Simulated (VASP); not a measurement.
Set up this calculation in VASP 6.6.1, as the native input.

* Task: single point
* Functional: LDA
* Potentials or basis: VASP PAW LDA potentials, release 64 (W_sv, C)
* Cutoff: 520 eV
* k mesh: 11 × 11 × 11
* Occupations: methfessel-paxton, width 0.1 eV
* Spin: no spin polarisation
* Dipole correction: no
* Further INCAR settings: ALGO = Normal; EDIFF = 1e-06; NBANDS = 16

The structure of WC lies in POSCAR:

```
WC
1.0
    0.0000000000      2.1926800000      2.1926800000
    2.1926800000      0.0000000000      2.1926800000
    2.1926800000      2.1926800000      0.0000000000
W C
1 1
Direct
    0.0000000000      0.0000000000      0.0000000000
    0.5000000000      0.5000000000      0.5000000000
```

The input as run:

INCAR

```
PREC     = Accurate       # precision mode
ENCUT    = 520            # plane-wave cutoff, eV
EDIFF    = 1E-6           # SCF threshold, eV
ISMEAR   = 1              # smearing method
SIGMA    = 0.1            # smearing width, eV
LREAL    = F              # projectors in reciprocal space
LASPH    = T              # aspherical terms in the spheres
NELM     = 80             # most SCF steps
ALGO     = Normal         # electronic algorithm
ISIF     = 2              # what is computed and relaxed
LWAVE    = F              # write WAVECAR
LCHARG   = F              # write CHGCAR
GGA      = CA             # functional
NBANDS   = 16             # bands
```

KPOINTS

```
regular mesh
0
Gamma
  11 11 11
```

Potentials or basis: VASP PAW LDA potentials, release 64 (W_sv, C).

Launch:

```sh
$ cat potpaw_LDA.64/W_sv/POTCAR potpaw_LDA.64/C/POTCAR > POTCAR
$ mpirun -np 1 vasp_std > vasp.out
```

Results of the run:

```json
{
 "Pressure": "-13.8 GPa",
 "Band gap on the k mesh": "zero (band 9 reaches 13.19 eV, above the bottom of band 10 at 10.14 eV)"
}
```

Caveat: spin-orbit coupling is left out, which moves the levels of the heavy elements.

It took 11 s on 1 thread of Intel Xeon 6975P-C (shared host), peak memory 0.14 GiB.
